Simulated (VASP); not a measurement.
Input of a VASP 6.6.1 run:

The input INCAR:

```
PREC = Accurate ; ENCUT = 520
EDIFF = 1E-6 ; ISMEAR = 1
SIGMA = 0.05 ; LREAL = False
LASPH = True ; NELM = 100
ALGO = Normal ; ISIF = 2
LWAVE = False ; LCHARG = True
GGA = CA ; LELF = True
LVHAR = True ; NBANDS = 26
```

The input KPOINTS:

```
regular mesh
0
Gamma
  9 9 8
```

POSCAR

```
LaGa2
1.0
    4.2250844409      0.0000000000      0.0000000000
   -2.1125422205      3.6590304590      0.0000000000
    0.0000000000      0.0000000000      4.3529644442
La Ga
1 2
Direct
    0.0000000000      0.0000000000      0.0000000000
    0.3333333333      0.6666666667      0.5000000000
    0.6666666667      0.3333333333      0.5000000000
```

Potentials or basis: VASP PAW LDA potentials, release 64 (La, Ga_d).

The run is started by

```bash
$ cat potpaw_LDA.64/La/POTCAR potpaw_LDA.64/Ga_d/POTCAR > POTCAR
$ mpirun -np 1 vasp_std > vasp.out
```

Q: What does it give for the pressure?

A: 0.0 GPa.

Q: What does it give for the band gap on the k mesh?

A: Zero (an odd number of electrons rules out a gap without spin polarisation).

Stress tensor (GPa, compression positive):
```
 0.09  0.00  0.00
 0.00  0.09  0.00
 0.00  0.00 -0.08
```

Caveat: spin-orbit coupling is left out, which moves the levels of the heavy elements.
